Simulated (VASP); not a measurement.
Set up this calculation in VASP 6.6.1, as the native input.

```yaml
Task: single point
Functional: PBE
Potentials_or_basis: VASP PAW PBE potentials, release 64 (Cr_pv, O)
Cutoff: 600 eV
k_mesh: 24 × 24 × 24
Occupations: fermi-dirac, width 0.0612256 eV
Spin: no spin polarisation
Dipole_correction: no
Further_INCAR_settings: ALGO = Normal; EDIFF = 1e-06; NBANDS = 53
```

The structure of Cr2O3 lies in POSCAR:

```
Cr2O3
1.0
    4.6775192087      0.0000000000      0.0000000000
    0.0000000000      4.6775192087      0.0000000000
    0.0000000000      0.0000000000      4.6775192087
Cr O
4 6
Direct
    0.2500000000      0.2500000000      0.2500000000
    0.7500000000      0.7500000000      0.2500000000
    0.7500000000      0.2500000000      0.7500000000
    0.2500000000      0.7500000000      0.7500000000
    0.5000000000      0.0000000000      0.0000000000
    0.0000000000      0.5000000000      0.0000000000
    0.0000000000      0.0000000000      0.5000000000
    0.5000000000      0.5000000000      0.0000000000
    0.5000000000      0.0000000000      0.5000000000
    0.0000000000      0.5000000000      0.5000000000
```

One way to write it, as run:

INCAR

```
ALGO = Normal
EDIFF = 1E-6
ENCUT = 600
GGA = PE
GGA_COMPAT = False
ISIF = 2
ISMEAR = -1
KPAR = 4
LASPH = True
LCHARG = False
LREAL = False
LWAVE = False
NBANDS = 53
NELM = 120
PREC = Accurate
SIGMA = 0.06122561905347299
```

KPOINTS

```
k-points
0
Gamma
  24 24 24
```

Potentials or basis: VASP PAW PBE potentials, release 64 (Cr_pv, O).

Command:

```bash
$ cat potpaw_PBE.64/Cr_pv/POTCAR potpaw_PBE.64/O/POTCAR > POTCAR
$ mpirun -np 4 vasp_std > vasp.out
```

Results of the run:

```json
{"Pressure": "-11.6 GPa", "Band gap on the k mesh": "zero (bands 42 and 43 overlap by 0.16 eV)"}
```

Caveat: the cell stands under tension; the run has no spin polarisation, though such a crystal can be magnetic; semilocal functionals often make such compounds metallic where correlation or magnetic order opens a gap, which also shifts bond lengths.

It took 14 min on 4 MPI ranks on AMD EPYC 7R13 Processor (Zen 3), with other jobs on the host, peak memory 1.8 GiB a rank.
